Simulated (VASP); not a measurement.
# Cr (Fm-3m) in VASP: notebook, part 2 of 2

VASP 6.6.1. The steps go on from the part before.

### 5 Single point, PBEsol

This run uses another cell than the first one, of 11.45 Å³/atom, 0.995 times its volume.

INCAR

```
PREC = Accurate
ENCUT = 520
EDIFF = 1E-6
ISMEAR = 0
SIGMA = 0.1
LREAL = F
LASPH = T
NELM = 100
ALGO = Normal
ISIF = 2
LWAVE = F
LCHARG = F
GGA = PS
NBANDS = 12
```

KPOINTS

```
Automatic mesh
0
Gamma
  26 26 26
```

POSCAR

```
Cr
1.0
    0.0000000000      1.7891333671      1.7891333671
    1.7891333671      0.0000000000      1.7891333671
    1.7891333671      1.7891333671      0.0000000000
Cr
1
Direct
    0.0000000000      0.0000000000      0.0000000000
```

Potentials or basis: VASP PAW PBE potentials, release 64 (Cr_pv).

Command:

```sh
> cat potpaw_PBE.64/Cr_pv/POTCAR > POTCAR
> mpirun -np 1 vasp_std > vasp.out
```

OUTCAR:

```text
PREC = Accurate
   ENCUT = 520
   EDIFF = 1E-6
   ISMEAR = 0
   LREAL = F
   LASPH = T
   NELM = 100
   ISIF = 2
   GGA = PS

 ion  position               nearest neighbor table
   1  0.000  0.000  0.000-

  LATTYP: Found a face centered cubic cell.
 ALAT       =     3.5782667342

  Lattice vectors:

 A1 = (   0.0000000000,   1.7891333671,   1.7891333671)
 A2 = (   1.7891333671,   0.0000000000,   1.7891333671)
 A3 = (   1.7891333671,   1.7891333671,   0.0000000000)

Analysis of symmetry for initial positions (statically):
=====================================================================
 Subroutine PRICEL returns:
 Original cell was already a primitive cell.

 Routine SETGRP: Setting up the symmetry group for a
 face centered cubic supercell.

 Subroutine GETGRP returns: Found 48 space group operations
 (whereof 48 operations were pure point group operations)
 out of a pool of 48 trial point group operations.

The static configuration has the point symmetry O_h .

Analysis of symmetry for dynamics (positions and initial velocities):
=====================================================================
 Subroutine PRICEL returns:
 Original cell was already a primitive cell.

 Routine SETGRP: Setting up the symmetry group for a
 face centered cubic supercell.

 Subroutine GETGRP returns: Found 48 space group operations
 (whereof 48 operations were pure point group operations)
 out of a pool of 48 trial point group operations.

The dynamic configuration has the point symmetry O_h .

 Subroutine INISYM returns: Found 48 space group operations
 (whereof 48 operations are pure point group operations),
 and found     1 'primitive' translations

----------------------------------------------------------------------------------------

                                     Primitive cell

  volume of cell :      11.4540

  direct lattice vectors                    reciprocal lattice vectors
     0.000000000  1.789133367  1.789133367    -0.279464913  0.279464913  0.279464913
     1.789133367  0.000000000  1.789133367     0.279464913 -0.279464913  0.279464913
     1.789133367  1.789133367  0.000000000     0.279464913  0.279464913 -0.279464913

  length of vectors
     2.530216673  2.530216673  2.530216673     0.484047427  0.484047427  0.484047427

  position of ions in fractional coordinates (direct lattice)
     0.000000000  0.000000000  0.000000000

  ion indices of the primitive-cell ions
   primitive index   ion index
                 1           1

----------------------------------------------------------------------------------------

 KPOINTS: Automatic mesh

Automatic generation of k-mesh.
 Grid dimensions read from file:
 generate k-points for:   26   26   26

 Generating k-lattice:

  Cartesian coordinates                     Fractional coordinates (reciprocal lattice)
    -0.010748650  0.010748650  0.010748650     0.038461538  0.000000000  0.000000000
     0.010748650 -0.010748650  0.010748650     0.000000000  0.038461538  0.000000000
     0.010748650  0.010748650 -0.010748650     0.000000000  0.000000000  0.038461538

  Length of vectors
     0.018617209  0.018617209  0.018617209

  Shift w.r.t. Gamma in fractional coordinates (k-lattice)
     0.000000000  0.000000000  0.000000000

 Subroutine IBZKPT returns following result:
 ===========================================

 Found    511 irreducible k-points:

 Following reciprocal coordinates:
            Coordinates               Weight
  0.000000  0.000000  0.000000      1.000000
  0.038462  0.000000  0.000000      8.000000
  0.076923  0.000000  0.000000      8.000000
  0.115385  0.000000  0.000000      8.000000
  0.153846  0.000000  0.000000      8.000000
  0.192308  0.000000  0.000000      8.000000
[... 16 lines left out ...]
  0.346154  0.038462  0.000000     24.000000
  0.384615  0.038462  0.000000     24.000000
 [... further k-points ...]
   k-points           NKPTS =    511   k-points in BZ     NKDIM =    511   number of bands    NBANDS=     12
   number of dos      NEDOS =    301   number of ions     NIONS =      1
   total plane-waves  NPLWV =   8000
   dimension x,y,z NGX =    20 NGY =   20 NGZ =   20
   dimension x,y,z NGXF=    40 NGYF=   40 NGZF=   40
   ions per type =               1
   NGX,Y,Z   is equivalent  to a cutoff of  13.14, 13.14, 13.14 a.u.
   NGXF,Y,Z  is equivalent  to a cutoff of  26.28, 26.28, 26.28 a.u.
 SYSTEM =  unknown system
   PREC   = accura    normal or accurate (medium, high low for compatibility)
   ISTART =      0    job   : 0-new  1-cont  2-samecut
   ICHARG =      2    charge: 1-file 2-atom 10-const
   ISPIN  =      1    spin polarized calculation?
   LNONCOLLINEAR =      F non collinear calculations
   LSORBIT =      F    spin-orbit coupling
   LASPH  =      T    aspherical Exc in radial PAW
   ENCUT  =  520.0 eV  38.22 Ry    6.18 a.u.   4.70  4.70  4.70*2*pi/ulx,y,z
   NELM   =    100;   NELMIN=  2; NELMDL= -5     # of ELM steps
   EDIFF  = 0.1E-05   stopping-criterion for ELM
   LREAL  =      F    real-space projection
   EDIFFG = 0.1E-04   stopping-criterion for IOM
   NSW    =      0    number of steps for IOM
   IBRION =     -1    ionic relax: 0-MD 1-quasi-New 2-CG
   NFREE  =      0    steps in history (QN), initial steepest desc. (CG)
   ISIF   =      2    stress and relaxation
   ISYM   =      2    0-nonsym 1-usesym 2-fastsym
   POTIM  = 0.5000    time-step for ionic-motion
   TEBEG  =    0.0;   TEEND  =   0.0 temperature during run
   PSTRESS=    0.0 pullay stress
   NELECT =      12.0000    total number of electrons
   NUPDOWN=      -1.0000    fix difference up-down
   EMIN   =  10.00;   EMAX   =-10.00  energy-range for DOS
   EFERMI =   0.00;   METHOD = LEGACY
   ISMEAR =     0;   SIGMA  =   0.10  broadening in eV -4-tet -1-fermi 0-gaus
   EFERMI_NEDOS =   21; number of points for ismear=-14 and -15
   IALGO  =     38    algorithm
   IMIX   =      4    mixing-type and parameters
     AMIX     =   0.40;   BMIX     =  1.00
     AMIX_MAG =   1.60;   BMIX_MAG =  1.00
  volume/ion in A,a.u.               =      11.45        77.30
  Fermi-wavevector in a.u.,A,eV,Ry     =   1.662708  3.142062 37.614617  2.764596
  Thomas-Fermi vector in A             =   2.749551
   LORBIT       =      0    0 simple, 1 ext, 2 COOP (PROOUT), +10 PAW based schemes
   GGA     = PS    functional components
   LHFCALC =     F    Hartree Fock is set to
   AEXX    =    0.0000 exact exchange contribution
   IVDW    =     0    specifies the selected vdW correction
   LEPSILON=     F    determine dielectric tensor
   LRPA    =     F    only Hartree local field effects (RPA)
 non-spin polarized calculation
 Gauss-broadening in eV      SIGMA  =   0.10
  energy-cutoff  :      520.00
  volume of cell :       11.45
 maximum number of plane-waves:       331
   NGX =  9   NGY =  9   NGZ =  9

 number of electron      12.0000005 magnetization

 Free energy of the ion-electron system (eV)
  ---------------------------------------------------
  ext. energy  EPLUGINS =         0.00000000
  ---------------------------------------------------
  free energy    TOTEN  =        -9.83741365 eV

  energy without entropy =       -9.82854999  energy(sigma->0) =       -9.83298182

 E-fermi :  10.6728     XC(G=0): -13.8689

 val. band max:       10.6710208355   @ k =   0.4615   0.1538   0.0385
 cond. band min:      10.6737794050   @ k =   0.5000   0.1538   0.0000
 fundamental gap:      0.0027585695
 Fermi energy:        10.6727857123

 k-point     1 :       0.0000    0.0000    0.0000
  band No.  band energies     occupation
      1     -31.4691      2.00000
      2     -31.4691      2.00000
      3     -31.4691      2.00000
      4       3.0367      2.00000
      5      10.2312      2.00000
      6      10.2312      2.00000
      7      10.2312      2.00000
      8      12.0627      0.00000
      9      12.0627      0.00000
     10      18.2293      0.00000
     11      30.7225      0.00000
     12      36.5159      0.00000
[... 331 lines left out ...]
 k-point    24 :       0.3846    0.0385    0.0000
  band No.  band energies     occupation
      1     -32.2821      2.00000
      2     -31.5829      2.00000
      3     -31.5746      2.00000
      4       6.4827      2.00000
      5      10.1389      2.00000
      6      10.2910      2.00000
      7      10.2938      2.00000
      8      12.9288      0.00000
      9      13.0507      0.00000
     10      18.2281      0.00000
     11      22.8276      0.00000
     12      30.2817      0.00000

 [... further k-points ...]

------------------------ aborting loop because EDIFF is reached ----------------------------------------

  FORCE on cell =-STRESS in cart. coord.  units (eV):
  Direction    XX          YY          ZZ          XY          YZ          ZX
  --------------------------------------------------------------------------------------
  -------------------------------------------------------------------------------------
  Total       -0.0373669     -0.0373669     -0.0373669      0.0000000      0.0000000      0.0000000
  in kB       -5.2268457     -5.2268457     -5.2268457      0.0000000      0.0000000      0.0000000
  external PRESSURE =      -5.2268457 kB  Pullay stress =       0.0000000 kB

 VOLUME and BASIS-vectors are now :
 -----------------------------------------------------------------------------
  energy-cutoff  :      520.00
  volume of cell :       11.45
      direct lattice vectors                 reciprocal lattice vectors
     0.000000000  1.789133367  1.789133367    -0.279464913  0.279464913  0.279464913
     1.789133367  0.000000000  1.789133367     0.279464913 -0.279464913  0.279464913
     1.789133367  1.789133367  0.000000000     0.279464913  0.279464913 -0.279464913

 POSITION                                       TOTAL-FORCE (eV/Angst)
 -----------------------------------------------------------------------------------
      0.00000      0.00000      0.00000        -0.000000     -0.000000     -0.000000
 -----------------------------------------------------------------------------------
    total drift:                                0.000000      0.000000      0.000000

  FREE ENERGIE OF THE ION-ELECTRON SYSTEM (eV)
  ---------------------------------------------------
  free  energy   TOTEN  =        -9.8374136499 eV

  energy  without entropy=       -9.8285499899  energy(sigma->0) =       -9.83298182
```

stdout:

```text
POSCAR found type information on POSCAR Cr
 POSCAR found :  1 types and       1 ions
 scaLAPACK will be used
 -----------------------------------------------------------------------------
|                                                                             |
|                                                                             |
|     You enforced a specific xc type in the INCAR file but a different       |
|     I HOPE YOU KNOW WHAT YOU ARE DOING!                                     |
|                                                                             |
 -----------------------------------------------------------------------------

 LDA part: xc-table for (Slater+PW92), standard interpolation
 POSCAR, INCAR and KPOINTS ok, starting setup
 FFT: planning ... GRIDC
 FFT: planning ... GRID_SOFT
 FFT: planning ... GRID
 WAVECAR not read
 entering main loop
```

Run time: 29 s. Hardware: 1 thread of Intel Xeon Platinum 8559C (Emerald Rapids), shared host; peak memory 0.18 GiB.

Results:

- Free energy: -9.8374 eV
- Pressure: -0.5 GPa
- Band gap on the k mesh: zero (band 6 reaches 13.30 eV, above the bottom of band 7 at 10.23 eV)

Levels at points of the mesh, in eV from the Fermi level:
```csv
k point,band 2,band 3,band 4,band 5,band 6,band 7,band 8,band 9,band 10,band 11
"(0.00, 0.00, 0.00)",-42.14,-42.14,-7.64,-0.44,-0.44,-0.44,1.39,1.39,7.56,20.05
"(0.50, 0.00, 0.00)",-42.26,-42.26,-4.05,-0.59,-0.59,0.92,2.68,2.68,7.55,9.81
"(0.50, 0.50, 0.00)",-42.48,-42.48,-4.32,-3.43,2.63,3.03,3.03,3.88,7.55,12.84
```

Caveat: the PAW data sets were made with another functional, which shifts forces and pressure a little; the run has no spin polarisation, though such a crystal can be magnetic. Spin polarisation is off, so any magnetic state and its effect on volume and gap are missing.

### 6 Relaxation of cell and atoms, PBEsol

INCAR

```
SYSTEM = Cr
  PREC = Accurate
  ENCUT = 600
  EDIFF = 1E-6
  ISMEAR = 0
  SIGMA = 0.1
  LREAL = .False.
  LASPH = .True.
  NELM = 60
  ALGO = Normal
  ISIF = 3
  LWAVE = .False.
  LCHARG = .False.
  GGA = PS
  IBRION = 2
  NSW = 100
  EDIFFG = -0.01
```

KPOINTS

```
Automatic mesh
0
Gamma
  26 26 26
  0 0 0
```

POSCAR

```
Cr
1.0
    0.0000000000      1.7923094933      1.7923094933
    1.7923094933      0.0000000000      1.7923094933
    1.7923094933      1.7923094933      0.0000000000
Cr
1
Direct
    0.0000000000      0.0000000000      0.0000000000
```

Potentials or basis: VASP PAW PBE potentials, release 64 (Cr_pv).

Command:

```sh
> cat potpaw_PBE.64/Cr_pv/POTCAR > POTCAR
> mpirun -np 1 vasp_std > vasp.out
```

OUTCAR:

```text
SYSTEM = Cr
   PREC = Accurate
   ENCUT = 600
   EDIFF = 1E-6
   ISMEAR = 0
   LREAL = .False.
   LASPH = .True.
   NELM = 60
   ISIF = 3
   GGA = PS
   IBRION = 2
   NSW = 100
   EDIFFG = -0.01

 ion  position               nearest neighbor table
   1  0.000  0.000  0.000-

  LATTYP: Found a face centered cubic cell.
 ALAT       =     3.5846189866

  Lattice vectors:

 A1 = (   0.0000000000,   1.7923094933,   1.7923094933)
 A2 = (   1.7923094933,   0.0000000000,   1.7923094933)
 A3 = (   1.7923094933,   1.7923094933,   0.0000000000)

Analysis of symmetry for initial positions (statically):
[... 249 lines left out ...]

  energy without entropy =       -9.82860539  energy(sigma->0) =       -9.83301764

 E-fermi :  10.7050     XC(G=0): -13.8823

 val. band max:       10.7026646094   @ k =   0.4615   0.1538   0.0385
 cond. band min:      10.7053849213   @ k =   0.5000   0.1538   0.0000
 fundamental gap:      0.0027203119
 Fermi energy:        10.7049765167

 k-point     1 :       0.0000    0.0000    0.0000
  band No.  band energies     occupation
      1     -31.4325      2.00000
      2     -31.4325      2.00000
      3     -31.4325      2.00000
      4       3.0615      2.00000
      5      10.2615      2.00000
      6      10.2615      2.00000
      7      10.2615      2.00000
      8      12.0991      0.00000
      9      12.0991      0.00000
     10      18.2647      0.00000
[... 287 lines left out ...]
 k-point    24 :       0.3846    0.0385    0.0000
  band No.  band energies     occupation
      1     -32.2515      2.00000
      2     -31.5470      2.00000
      3     -31.5387      2.00000
      4       6.5076      2.00000
      5      10.1701      2.00000
      6      10.3238      2.00000
      7      10.3242      2.00000
      8      12.9681      0.00000
      9      13.0904      0.00000
     10      18.2636      0.00000

 [... further k-points ...]
[... 5 lines left out ...]
  --------------------------------------------------------------------------------------
  -------------------------------------------------------------------------------------
  Total       -0.0014262     -0.0014262     -0.0014262      0.0000000      0.0000000      0.0000000
  in kB       -0.1999495     -0.1999495     -0.1999495      0.0000000      0.0000000      0.0000000
  external PRESSURE =      -0.1999495 kB  Pullay stress =       0.0000000 kB
[... 16 lines left out ...]
  FREE ENERGIE OF THE ION-ELECTRON SYSTEM (eV)
  ---------------------------------------------------
  free  energy   TOTEN  =        -9.8374298847 eV

  energy  without entropy=       -9.8286053900  energy(sigma->0) =       -9.83301764

 reached required accuracy - stopping structural energy minimisation
```

CONTCAR:

```text
Cr
   1.00000000000000
    -0.0000000000000000    1.7877625414505340    1.7877625414505340
     1.7877625414505340    0.0000000000000000    1.7877625414505340
     1.7877625414505340    1.7877625414505340   -0.0000000000000000
  Cr
     1
Direct
     0.0000000000000000    0.0000000000000000    0.0000000000000000

  0.00000000E+00  0.00000000E+00  0.00000000E+00
```

Wall time 60 s (1 thread of Intel Xeon Platinum 8559C (Emerald Rapids), shared host); peak memory 0.19 GiB.

Results:

```
Free energy                            : -9.8374 eV
Relaxed volume                         : 11.43 Å³/atom
Relaxed cell                           : a = 2.528 Å, b = 2.528 Å, c = 2.528 Å, α = 60.00°, β = 60.00°, γ = 60.00°
Space group after relaxing (to 0.05 Å) : Fm-3m (No. 225)
Energy gained by relaxing              : 0.5 meV/atom
Ionic steps                            : 3
Pressure after relaxing                : 0.0 GPa
Band gap on the k mesh                 : zero (band 6 reaches 13.34 eV, above the bottom of band 7 at 10.26 eV)
```

The path:
| step | energy change (eV) | largest force (eV/Å) | pressure (GPa) | volume (Å³) |
| --- | --- | --- | --- | --- |
| 1 | 0.0000 | 0.0000 | -1.93 | 11.52 |
| 2 | 0.0009 | 0.0000 | 3.35 | 11.29 |
| 3 | -0.0005 | 0.0000 | -0.02 | 11.43 |

Final structure:
```
Cr
1.0
     0.00000    1.78776    1.78776
     1.78776    0.00000    1.78776
     1.78776    1.78776    0.00000
Cr
1
Direct
  0.00000 0.00000 0.00000
```

Caveat: the PAW data sets were made with another functional, which shifts forces and pressure a little; the run has no spin polarisation, though such a crystal can be magnetic.

### 7 Summary

```csv
task,cell,k mesh,cutoff (eV),gap on the mesh (eV),pressure (GPa),relaxed volume (Å³/atom)
single point,"a = 2.535 Å, angles 60.0°, 1 atom",8 × 8 × 8,520,none,-0.5,-
relaxation of cell and atoms,"relaxed from a = 2.602 Å, angles 60.0°, 1 atom",8 × 8 × 8,600,none,-0.4,11.50
single point,"a = 2.530 Å, angles 60.0°, 1 atom",26 × 26 × 26,520,none,-0.5,-
relaxation of cell and atoms,"relaxed from a = 2.535 Å, angles 60.0°, 1 atom",26 × 26 × 26,600,none,0.0,11.43
```

Alike in all rows: level PBEsol; potentials or basis VASP PAW PBE potentials, release 64 (Cr_pv); no spin polarisation; smearing gaussian 0.1 eV.

Caveats: some runs use coarse meshes; the PAW data sets were made with another functional, which shifts forces and pressure a little; the run has no spin polarisation, though such a crystal can be magnetic.

Absolute energies hang on the potentials; compare differences alone.
